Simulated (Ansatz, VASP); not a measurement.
## One calculation of MnS, two programs

The input INCAR:

```
ALGO     = Normal         # electronic algorithm
EDIFF    = 1E-6           # SCF threshold, eV
ENCUT    = 520            # plane-wave cutoff, eV
GGA      = PE             # functional
ISIF     = 2              # what is computed and relaxed
ISMEAR   = 0              # smearing method
ISPIN    = 2              # spin polarisation
LASPH    = True           # aspherical terms in the spheres
LCHARG   = True           # write CHGCAR
LELF     = True           # ELF
LMAXMIX  = 4              # l up to which the mixer works
LORBIT   = 11             # projections on sites
LREAL    = False          # projectors in reciprocal space
LVHAR    = True         
LWAVE    = False          # write WAVECAR
MAGMOM   = 4.58 0.14      # initial moments
NBANDS   = 20             # bands
NELM     = 150            # most SCF steps
PREC     = Accurate       # precision mode
SIGMA    = 0.05           # smearing width, eV
```

KPOINTS

```
k-points
0
Gamma
  6 6 6
```

File POSCAR:

```
MnS
1.0
    0.0000000000      2.8000000000      2.8000000000
    2.8000000000      0.0000000000      2.8000000000
    2.8000000000      2.8000000000      0.0000000000
Mn S
1 1
Direct
    0.0000000000      0.0000000000      0.0000000000
    0.7500000000      0.7500000000      0.7500000000
```

Input for Ansatz:

```yaml
crystal:
  lattice:
    - [0.0, 2.8, 2.8]
    - [2.8, 0.0, 2.8]
    - [2.8, 2.8, 0.0]
  atoms:
    - { symbol: Mn, position: [0.0, 0.0, 0.0], spin: 3.0 }
    - { symbol: S, position: [0.75, 0.75, 0.75] }
basis:
  ecutwfc: 420
  ecutrho_ratio: 4
kpoints:
  mp_grid: { grid: [6, 6, 6] }
hamiltonian:
  xc: pbe
  hubbard:
    sites:
      - { site: 0, l: d, u_eff: 0.0, starting_ns: [{ spin: up, occupation_matrix: s0up }, { spin: down, occupation_matrix: s0down }] }
    occupation_matrices:
      s0up:
        matrix:
          - [0.02, 0.0, 0.0, 0.0, 0.0]
          - [0.0, 0.97, 0.0, 0.0, 0.0]
          - [0.0, 0.0, 0.97, 0.0, 0.0]
          - [0.0, 0.0, 0.0, 0.97, 0.0]
          - [0.0, 0.0, 0.0, 0.0, 0.97]
      s0down:
        matrix:
          - [0.02, 0.0, 0.0, 0.0, 0.0]
          - [0.0, 0.02, 0.0, 0.0, 0.0]
          - [0.0, 0.0, 0.02, 0.0, 0.0]
          - [0.0, 0.0, 0.0, 0.02, 0.0]
          - [0.0, 0.0, 0.0, 0.0, 0.97]
    ns_hold: until_converged
scf:
  occupations: { method: gaussian, width: 0.05 }
  lower_state_search: "off"
  max_iter: 150
output:
  forces: true
  stress: true
  eigenvalues: true
  populations: true
  hubbard: { sites: [{ site: 0, l: d }] }
magnetization:
  spin_polarized: true
```

Alike in both runs: task single point; functional PBE; k mesh 6 × 6 × 6; occupations gaussian, width 0.05 eV; collinear spin.

|  | VASP | Ansatz |
| --- | --- | --- |
| version | VASP 6.6.1 | Ansatz 0.2.0 |
| potentials or method | VASP PAW PBE potentials, release 64 (Mn_pv, S), cutoff 520 eV | scalar-relativistic, plane waves, PAW |
| valence electrons in the cell | 19 | 21 |

|  | VASP | Ansatz | Ansatz less VASP |
| --- | --- | --- | --- |
| gap on the k mesh at the Fermi level (eV) | none | none | - |
| pressure (GPa) | 1.2 | 1.1 | -0.07 |
| net moment per atom (μB) | 2.47 | 2.46 | -0.001 |
| size of the moment on the site where the two differ most (μB) | 4.33 | 4.16 | -0.172 |

Site moments also hang on the region over which each program counts them. A gap of «none» marks a metal or a gap that the smearing closes. VASP's potentials hold 19 valence electrons a cell and Ansatz's 21, so a difference there can come from the potentials and not from the codes. Ansatz's warnings: specified occupation not kept, symmetry narrowed by occupation matrices.
